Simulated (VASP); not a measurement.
Here is a VASP 6.6.1 calculation.

File INCAR:

```
SYSTEM = SnO
ALGO     = Normal         ! electronic algorithm
EDIFF    = 1E-7           ! SCF threshold, eV
ENCUT    = 520            ! plane-wave cutoff, eV
GGA      = PS             ! functional
ISIF     = 2              ! what is computed and relaxed
ISMEAR   = 0              ! smearing method
LASPH    = .True.         ! aspherical terms in the spheres
LCHARG   = .False.        ! write CHGCAR
LREAL    = .False.        ! projectors in reciprocal space
LWAVE    = .False.        ! write WAVECAR
NBANDS   = 50             ! bands
NELM     = 100            ! most SCF steps
PREC     = Accurate       ! precision mode
SIGMA    = 0.05           ! smearing width, eV
```

KPOINTS

```
k-points
0
Gamma
  6 8 3
  0 0 0
```

Contents of POSCAR:

```
SnO
1.0
    0.0000000000      0.0000000000     -4.2219700000
   -3.3550050000      0.0000000000      0.0000000000
    0.0000000000     11.3482080000     -0.8443940000
Sn O
4 4
Direct
    0.3136651000      0.0000000000      0.8659545000
    0.4136651000      0.0000000000      0.3659545000
    0.9600469000      0.5000000000      0.1340455000
    0.8600469000      0.5000000000      0.6340455000
    0.2240180000      0.0000000000      0.1956250000
    0.1240180000      0.0000000000      0.6956250000
    0.6022680000      0.5000000000      0.8043750000
    0.7022680000      0.5000000000      0.3043750000
```

Potentials or basis: VASP PAW PBE potentials, release 64 (Sn_d, O).

The run is started by

```console
$ cat potpaw_PBE.64/Sn_d/POTCAR potpaw_PBE.64/O/POTCAR > POTCAR
$ mpirun -np 1 vasp_std > vasp.out
```

(1) Predict the band gap on the k mesh.

(2) Predict the largest force.

(3) Estimate the pressure.

## Answers

(1) 1.23 eV (least direct gap 1.81 eV).

(2) 0.559 eV/Å.

(3) -2.6 GPa.

Caveat: the PAW data sets were made with another functional, which shifts forces and pressure a little; spin-orbit coupling is left out, which moves the levels of the heavy elements; an odd mesh through Γ misses points on the zone boundary, where band edges can lie.
